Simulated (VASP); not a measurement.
N:

```
N
1.0
     5.65899    0.00000    0.00000
     0.00000    5.65899    0.00000
     0.00000    0.00000    5.65899
N
8
Direct
  0.05619 0.05619 0.05619
  0.44381 0.94381 0.55619
  0.55619 0.44381 0.94381
  0.94381 0.55619 0.44381
  0.94381 0.94381 0.94381
  0.55619 0.05619 0.44381
  0.44381 0.55619 0.05619
  0.05619 0.44381 0.55619
```

* Program: VASP 6.6.1
* Task: relaxation of cell and atoms
* Functional: PBE
* Potentials or basis: VASP PAW PBE potentials, release 64 (N_h)
* Cutoff: 1330 eV
* k mesh: 4 × 4 × 4
* Occupations: gaussian, width 0.02 eV
* Spin: no spin polarisation

At the start: pressure 0.5 GPa; volume 22.65 Å³/atom.

Problem. How do energy, volume and symmetry change on relaxing?

Solution. Over 10 steps the energy falls by 4.5 meV/atom and the volume is 27.62 Å³/atom (+21.9 %); space group Pa-3 (No. 205, to 0.1 Å) before and after.

The path:
```tsv
step	energy change (eV)	largest force (eV/Å)	pressure (GPa)	volume (Å³)
1	0.0000	0.0447	0.47	181.22
2	0.0115	1.0447	-0.97	182.96
3	-0.0005	0.1414	0.22	181.51
4	-0.0024	0.1391	0.21	182.27
5	-0.0076	0.1291	0.18	184.55
6	-0.0165	0.0987	0.14	189.17
7	-0.0286	0.0031	0.15	198.64
8	-0.0345	0.3730	0.40	218.53
9	-0.0357	0.2155	0.23	219.60
10	-0.0363	0.0136	0.00	221.00
```

Final structure:
```xyz
8
Lattice="6.0459 0.0000 0.0000 0.0000 6.0459 0.0000 0.0000 0.0000 6.0459" Properties=species:S:1:pos:R:3 pbc="T T T"
N     0.3182    0.3182    0.3182
N     2.7048    5.7278    3.3411
N     3.3411    2.7048    5.7278
N     5.7278    3.3411    2.7048
N     5.7278    5.7278    5.7278
N     3.3411    0.3182    2.7048
N     2.7048    3.3411    0.3182
N     0.3182    2.7048    3.3411
```

Caveat: the volume moved by over 15 % at a fixed basis, so the end points are rough; this functional lacks dispersion, which holds the molecules together, so the pressure and a relaxed volume are unreliable.
